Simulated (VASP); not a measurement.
# NaF (Fm-3m) in VASP: a series of runs

NaF is run at these levels: PBE; tasks: single point.

All numbers are computed with VASP 6.6.1; they aren't measurements. Logs are shortened: lines on timing, memory, paths and dates and some standing lists are left out, and cuts for length are marked.

## 1. The cell of the first run

It takes space group Fm-3m (No. 225, cubic). Conventional cell: a = 4.594 Å, b = 4.594 Å, c = 4.594 Å, α = 90.00°, β = 90.00°, γ = 90.00°. Na (site symmetry m-3m) has 6 F at 2.30 Å within 3.0 Å. F (site symmetry m-3m) has 6 Na at 2.30 Å within 3.0 Å.

## 2. Single point, PBE

INCAR

```
SYSTEM = NaF
PREC = Accurate
ENCUT = 520
EDIFF = 1E-6
ISMEAR = 0
SIGMA = 0.01
LREAL = .FALSE.
LASPH = .TRUE.
NELM = 100
ALGO = Normal
ISIF = 2
LWAVE = .FALSE.
LCHARG = .FALSE.
GGA = PE
NBANDS = 14
```

KPOINTS

```
Automatic mesh
0
G
  6 6 6
  0 0 0
```

POSCAR

```
NaF
1.0
    0.0000000000      2.2971679222      2.2971679222
    2.2971679222      0.0000000000      2.2971679222
    2.2971679222      2.2971679222      0.0000000000
Na F
1 1
Direct
    0.0000000000      0.0000000000      0.0000000000
    0.5000000000      0.5000000000      0.5000000000
```

Potentials or basis: VASP PAW PBE potentials, release 64 (Na_pv, F).

On the command line:

```
cat potpaw_PBE.64/Na_pv/POTCAR potpaw_PBE.64/F/POTCAR > POTCAR
mpirun -np 1 vasp_std > vasp.out
```

OUTCAR:

```text
SYSTEM = NaF
   PREC = Accurate
   ENCUT = 520
   EDIFF = 1E-6
   ISMEAR = 0
   LREAL = .FALSE.
   LASPH = .TRUE.
   NELM = 100
   ISIF = 2
   GGA = PE

 ion  position               nearest neighbor table
   1  0.000  0.000  0.000-   2 2.30   2 2.30   2 2.30   2 2.30   2 2.30   2 2.30
   2  0.500  0.500  0.500-   1 2.30   1 2.30   1 2.30   1 2.30   1 2.30   1 2.30

  LATTYP: Found a face centered cubic cell.
 ALAT       =     4.5943358444

  Lattice vectors:

 A1 = (   0.0000000000,   2.2971679222,   2.2971679222)
 A2 = (   2.2971679222,   0.0000000000,   2.2971679222)
 A3 = (   2.2971679222,   2.2971679222,   0.0000000000)

Analysis of symmetry for initial positions (statically):
=====================================================================
 Subroutine PRICEL returns:
 Original cell was already a primitive cell.

 Routine SETGRP: Setting up the symmetry group for a
 face centered cubic supercell.

 Subroutine GETGRP returns: Found 48 space group operations
 (whereof 48 operations were pure point group operations)
 out of a pool of 48 trial point group operations.

The static configuration has the point symmetry O_h .

Analysis of symmetry for dynamics (positions and initial velocities):
=====================================================================
 Subroutine PRICEL returns:
 Original cell was already a primitive cell.

 Routine SETGRP: Setting up the symmetry group for a
 face centered cubic supercell.

 Subroutine GETGRP returns: Found 48 space group operations
 (whereof 48 operations were pure point group operations)
 out of a pool of 48 trial point group operations.

The dynamic configuration has the point symmetry O_h .

 Subroutine INISYM returns: Found 48 space group operations
 (whereof 48 operations are pure point group operations),
 and found     1 'primitive' translations

----------------------------------------------------------------------------------------

                                     Primitive cell

  volume of cell :      24.2442

  direct lattice vectors                    reciprocal lattice vectors
     0.000000000  2.297167922  2.297167922    -0.217659317  0.217659317  0.217659317
     2.297167922  0.000000000  2.297167922     0.217659317 -0.217659317  0.217659317
     2.297167922  2.297167922  0.000000000     0.217659317  0.217659317 -0.217659317

  length of vectors
     3.248686031  3.248686031  3.248686031     0.376996995  0.376996995  0.376996995

  position of ions in fractional coordinates (direct lattice)
     0.000000000  0.000000000  0.000000000
     0.500000000  0.500000000  0.500000000

  ion indices of the primitive-cell ions
   primitive index   ion index
                 1           1
                 2           2

----------------------------------------------------------------------------------------

 KPOINTS: Automatic mesh

Automatic generation of k-mesh.
 Grid dimensions read from file:
 generate k-points for:    6    6    6

 Generating k-lattice:

  Cartesian coordinates                     Fractional coordinates (reciprocal lattice)
    -0.036276553  0.036276553  0.036276553     0.166666667  0.000000000  0.000000000
     0.036276553 -0.036276553  0.036276553     0.000000000  0.166666667  0.000000000
     0.036276553  0.036276553 -0.036276553     0.000000000  0.000000000  0.166666667

  Length of vectors
     0.062832833  0.062832833  0.062832833

  Shift w.r.t. Gamma in fractional coordinates (k-lattice)
     0.000000000  0.000000000  0.000000000

 Subroutine IBZKPT returns following result:
 ===========================================

 Found     16 irreducible k-points:

 Following reciprocal coordinates:
            Coordinates               Weight
  0.000000  0.000000  0.000000      1.000000
  0.166667  0.000000  0.000000      8.000000
  0.333333  0.000000  0.000000      8.000000
  0.500000  0.000000  0.000000      4.000000
  0.166667  0.166667  0.000000      6.000000
  0.333333  0.166667  0.000000     24.000000
[... 8 lines left out ...]
 -0.333333  0.333333  0.166667     24.000000
 -0.333333  0.500000  0.166667     12.000000
   k-points           NKPTS =     16   k-points in BZ     NKDIM =     16   number of bands    NBANDS=     14
   number of dos      NEDOS =    301   number of ions     NIONS =      2
   total plane-waves  NPLWV =  13824
   dimension x,y,z NGX =    24 NGY =   24 NGZ =   24
   dimension x,y,z NGXF=    48 NGYF=   48 NGZF=   48
   ions per type =               1   1
   NGX,Y,Z   is equivalent  to a cutoff of  12.28, 12.28, 12.28 a.u.
   NGXF,Y,Z  is equivalent  to a cutoff of  24.56, 24.56, 24.56 a.u.
 SYSTEM =  NaF
   PREC   = accura    normal or accurate (medium, high low for compatibility)
   ISTART =      0    job   : 0-new  1-cont  2-samecut
   ICHARG =      2    charge: 1-file 2-atom 10-const
   ISPIN  =      1    spin polarized calculation?
   LNONCOLLINEAR =      F non collinear calculations
   LSORBIT =      F    spin-orbit coupling
   LASPH  =      T    aspherical Exc in radial PAW
   ENCUT  =  520.0 eV  38.22 Ry    6.18 a.u.   6.04  6.04  6.04*2*pi/ulx,y,z
   NELM   =    100;   NELMIN=  2; NELMDL= -5     # of ELM steps
   EDIFF  = 0.1E-05   stopping-criterion for ELM
   LREAL  =      F    real-space projection
   EDIFFG = 0.1E-04   stopping-criterion for IOM
   NSW    =      0    number of steps for IOM
   IBRION =     -1    ionic relax: 0-MD 1-quasi-New 2-CG
   NFREE  =      0    steps in history (QN), initial steepest desc. (CG)
   ISIF   =      2    stress and relaxation
   ISYM   =      2    0-nonsym 1-usesym 2-fastsym
   POTIM  = 0.5000    time-step for ionic-motion
   TEBEG  =    0.0;   TEEND  =   0.0 temperature during run
   PSTRESS=    0.0 pullay stress
   NELECT =      14.0000    total number of electrons
   NUPDOWN=      -1.0000    fix difference up-down
   EMIN   =  10.00;   EMAX   =-10.00  energy-range for DOS
   EFERMI =   0.00;   METHOD = LEGACY
   ISMEAR =     0;   SIGMA  =   0.01  broadening in eV -4-tet -1-fermi 0-gaus
   EFERMI_NEDOS =   21; number of points for ismear=-14 and -15
   IALGO  =     38    algorithm
   IMIX   =      4    mixing-type and parameters
     AMIX     =   0.40;   BMIX     =  1.00
     AMIX_MAG =   1.60;   BMIX_MAG =  1.00
  volume/ion in A,a.u.               =      12.12        81.80
  Fermi-wavevector in a.u.,A,eV,Ry     =   1.363269  2.576204 25.286445  1.858501
  Thomas-Fermi vector in A             =   2.489686
   LORBIT       =      0    0 simple, 1 ext, 2 COOP (PROOUT), +10 PAW based schemes
   GGA     = PE    functional components
   LHFCALC =     F    Hartree Fock is set to
   AEXX    =    0.0000 exact exchange contribution
   IVDW    =     0    specifies the selected vdW correction
   LEPSILON=     F    determine dielectric tensor
   LRPA    =     F    only Hartree local field effects (RPA)
 non-spin polarized calculation
 Gauss-broadening in eV      SIGMA  =   0.01
  energy-cutoff  :      520.00
  volume of cell :       24.24
 maximum number of plane-waves:       660
   NGX = 13   NGY = 13   NGZ = 13

 number of electron      13.9999992 magnetization

 Free energy of the ion-electron system (eV)
  ---------------------------------------------------
  ext. energy  EPLUGINS =         0.00000000
  ---------------------------------------------------
  free energy    TOTEN  =        -8.54956442 eV

  energy without entropy =       -8.54956442  energy(sigma->0) =       -8.54956442

 E-fermi :  -1.8044     XC(G=0):  -9.2791

 val. band max:       -1.9696236783   @ k =   0.0000   0.0000   0.0000
 cond. band min:       4.4710319684   @ k =   0.0000   0.0000   0.0000
 fundamental gap:      6.4406556467
 Fermi energy:        -1.8044326273

 k-point     1 :       0.0000    0.0000    0.0000
  band No.  band energies     occupation
      1     -21.1875      2.00000
      2     -20.8402      2.00000
      3     -20.8402      2.00000
      4     -20.8402      2.00000
      5      -1.9696      2.00000
      6      -1.9696      2.00000
      7      -1.9696      2.00000
      8       4.4710      0.00000
      9      17.1916      0.00000
     10      17.1916      0.00000
     11      17.1917      0.00000
     12      20.1069      0.00000
     13      22.3139      0.00000
     14      22.3139      0.00000

 k-point     2 :       0.1667    0.0000    0.0000
  band No.  band energies     occupation
      1     -21.4486      2.00000
      2     -20.8435      2.00000
      3     -20.8435      2.00000
      4     -20.5424      2.00000
      5      -2.4713      2.00000
      6      -2.0379      2.00000
      7      -2.0379      2.00000
      8       5.4145      0.00000
      9      14.7031      0.00000
     10      17.6139      0.00000
     11      17.6139      0.00000
     12      21.4933      0.00000
     13      21.4933      0.00000
     14      22.6229      0.00000

 k-point     3 :       0.3333    0.0000    0.0000
  band No.  band energies     occupation
      1     -21.7064      2.00000
      2     -20.8500      2.00000
      3     -20.8500      2.00000
      4     -20.2089      2.00000
      5      -3.2729      2.00000
      6      -2.1716      2.00000
      7      -2.1716      2.00000
      8       7.4228      0.00000
      9      12.2016      0.00000
     10      18.2886      0.00000
     11      18.2886      0.00000
     12      21.0181      0.00000
     13      21.0181      0.00000
     14      22.4728      0.00000

 k-point     4 :       0.5000    0.0000    0.0000
  band No.  band energies     occupation
      1     -21.7992      2.00000
      2     -20.8532      2.00000
      3     -20.8532      2.00000
      4     -20.0777      2.00000
      5      -3.6140      2.00000
      6      -2.2371      2.00000
      7      -2.2371      2.00000
      8       8.9725      0.00000
      9      10.7202      0.00000
     10      18.4227      0.00000
     11      18.4227      0.00000
     12      21.2596      0.00000
     13      21.2596      0.00000
     14      22.1358      0.00000

 k-point     5 :       0.1667    0.1667    0.0000
  band No.  band energies     occupation
      1     -21.4398      2.00000
      2     -20.8545      2.00000
      3     -20.8545      2.00000
      4     -20.5290      2.00000
      5      -2.5302      2.00000
      6      -2.0830      2.00000
      7      -2.0830      2.00000
      8       5.7036      0.00000
      9      14.4710      0.00000
     10      17.4602      0.00000
     11      17.4602      0.00000
[... 140 lines left out ...]
 k-point    14 :       0.5000    0.3333    0.1667
  band No.  band energies     occupation
      1     -21.5443      2.00000
      2     -20.9046      2.00000
      3     -20.8763      2.00000
      4     -20.3216      2.00000
      5      -3.1800      2.00000
      6      -2.5106      2.00000
      7      -2.3187      2.00000
      8       9.0104      0.00000
      9      11.9343      0.00000
     10      15.3051      0.00000
     11      17.1143      0.00000
     12      19.6647      0.00000
     13      22.6304      0.00000
     14      25.5137      0.00000

 k-point    15 :      -0.3333    0.3333    0.1667
  band No.  band energies     occupation
      1     -21.5203      2.00000
      2     -20.9225      2.00000
      3     -20.8967      2.00000
      4     -20.3079      2.00000
      5      -3.1403      2.00000
      6      -2.7216      2.00000
      7      -2.3986      2.00000
      8      10.6099      0.00000
      9      11.1354      0.00000
     10      14.4627      0.00000
     11      16.3389      0.00000
     12      20.9843      0.00000
     13      21.6958      0.00000
     14      26.3515      0.00000

 k-point    16 :      -0.3333    0.5000    0.1667
  band No.  band energies     occupation
      1     -21.3182      2.00000
      2     -20.9693      2.00000
      3     -20.9216      2.00000
      4     -20.4693      2.00000
      5      -3.0830      2.00000
      6      -2.6379      2.00000
      7      -2.5202      2.00000
      8      11.4126      0.00000
      9      11.4278      0.00000
     10      12.8931      0.00000
     11      16.0645      0.00000
     12      19.8189      0.00000
     13      24.4140      0.00000
     14      24.4810      0.00000

------------------------ aborting loop because EDIFF is reached ----------------------------------------

  FORCE on cell =-STRESS in cart. coord.  units (eV):
  Direction    XX          YY          ZZ          XY          YZ          ZX
  --------------------------------------------------------------------------------------
  -------------------------------------------------------------------------------------
  Total        0.5299172      0.5299172      0.5299172      0.0000000      0.0000000      0.0000000
  in kB       35.0195316     35.0195316     35.0195316      0.0000000      0.0000000      0.0000000
  external PRESSURE =      35.0195316 kB  Pullay stress =       0.0000000 kB

 VOLUME and BASIS-vectors are now :
 -----------------------------------------------------------------------------
  energy-cutoff  :      520.00
  volume of cell :       24.24
      direct lattice vectors                 reciprocal lattice vectors
     0.000000000  2.297167922  2.297167922    -0.217659317  0.217659317  0.217659317
     2.297167922  0.000000000  2.297167922     0.217659317 -0.217659317  0.217659317
     2.297167922  2.297167922  0.000000000     0.217659317  0.217659317 -0.217659317

 POSITION                                       TOTAL-FORCE (eV/Angst)
 -----------------------------------------------------------------------------------
      0.00000      0.00000      0.00000         0.000000     -0.000000      0.000000
      2.29717      2.29717      2.29717         0.000000      0.000000      0.000000
 -----------------------------------------------------------------------------------
    total drift:                                0.000000     -0.000000      0.000000

  FREE ENERGIE OF THE ION-ELECTRON SYSTEM (eV)
  ---------------------------------------------------
  free  energy   TOTEN  =        -8.5495644199 eV

  energy  without entropy=       -8.5495644199  energy(sigma->0) =       -8.54956442
```

Run time: 6.1 s. Hardware: 1 thread of Intel Xeon 6975P-C, shared host; peak memory 0.13 GiB.

What came out:

```
Free energy            : -8.5496 eV
Pressure               : 3.5 GPa
Band gap on the k mesh : 6.44 eV, direct
```

## 3. Single point, PBE (volume changed by -5%)

INCAR

```
PREC = Accurate
ENCUT = 520
EDIFF = 1E-6
ISMEAR = 0
SIGMA = 0.01
LREAL = F
LASPH = T
NELM = 100
ALGO = Normal
ISIF = 2
LWAVE = F
LCHARG = T
GGA = PE
LELF = T
LVHAR = T
NBANDS = 14
```

KPOINTS

```
regular mesh
0
Gamma
  6 6 6
```

POSCAR

```
NaF
1.0
    0.0000000000      2.2582253495      2.2582253495
    2.2582253495      0.0000000000      2.2582253495
    2.2582253495      2.2582253495      0.0000000000
Na F
1 1
Direct
    0.0000000000      0.0000000000      0.0000000000
    0.5000000000      0.5000000000      0.5000000000
```

Potentials or basis: VASP PAW PBE potentials, release 64 (Na_pv, F).

On the command line:

```
cat potpaw_PBE.64/Na_pv/POTCAR potpaw_PBE.64/F/POTCAR > POTCAR
mpirun -np 1 vasp_std > vasp.out
```

Wall time 5 s (1 thread of Intel Xeon 6975P-C, shared host); peak memory 0.13 GiB.

It converged, with:

| Item | Value |
| --- | --- |
| Free energy | -8.5081 eV |
| Pressure | 7.0 GPa |
| Band gap on the k mesh | 6.74 eV, direct |

Levels at points of the mesh, in eV from the valence-band top:
```csv
k point,band 3,band 4,band 5,band 6,band 7,band 8,band 9,band 10,band 11,band 12
"(0.00, 0.00, 0.00)",-18.72,-18.72,0.00,0.00,0.00,6.74,19.53,19.53,19.53,22.55
"(0.50, 0.00, 0.00)",-18.74,-17.96,-1.76,-0.30,-0.30,11.27,13.14,20.96,20.96,23.86
"(0.50, 0.50, 0.00)",-18.79,-18.79,-1.39,-0.44,-0.44,13.56,13.81,14.39,20.80,20.80
```
